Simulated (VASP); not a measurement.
The system is Ga2O3.

```
Ga O
1.0
     6.22678   -1.54833    0.00000
     6.22678    1.54833    0.00000
    -1.41317    0.00000    5.74043
Ga O
4 6
Direct
  0.34134 0.34134 0.68598
  0.65866 0.65866 0.31402
  0.90950 0.90950 0.20540
  0.09050 0.09050 0.79460
  0.50410 0.50410 0.74340
  0.49590 0.49590 0.25660
  0.82670 0.82670 0.43680
  0.17330 0.17330 0.56320
  0.83550 0.83550 0.89020
  0.16450 0.16450 0.10980
```

Base run:

| Item | Value |
| --- | --- |
| Program | VASP 6.6.1 |
| Functional | revPBE |
| Potentials or basis | VASP PAW PBE potentials, release 64 (Ga_d, O) |
| Cutoff | 520 eV |
| k mesh | 9 × 9 × 5 |
| Occupations | fermi-dirac, width 0.05 eV |
| Spin | no spin polarisation |

Its results: band gap on the k mesh 1.98 eV (least direct gap 2.01 eV); pressure 1.9 GPa; largest force 0.120 eV/Å.

Question: The run is repeated on the same cell with these changes: functional from revPBE to LDA; potentials or basis from VASP PAW PBE potentials, release 64 (Ga_d, O) to VASP PAW LDA potentials, release 64 (Ga_d, O). What comes out?

Answer: Band gap on the k mesh 1.81 eV (least direct gap 1.84 eV); pressure -12.8 GPa; largest force 0.304 eV/Å.

Caveats: an odd mesh through Γ misses points on the zone boundary, where band edges can lie; the PAW data sets were made with another functional, which shifts forces and pressure a little (at least some runs); the cell stands under tension (at least some runs).
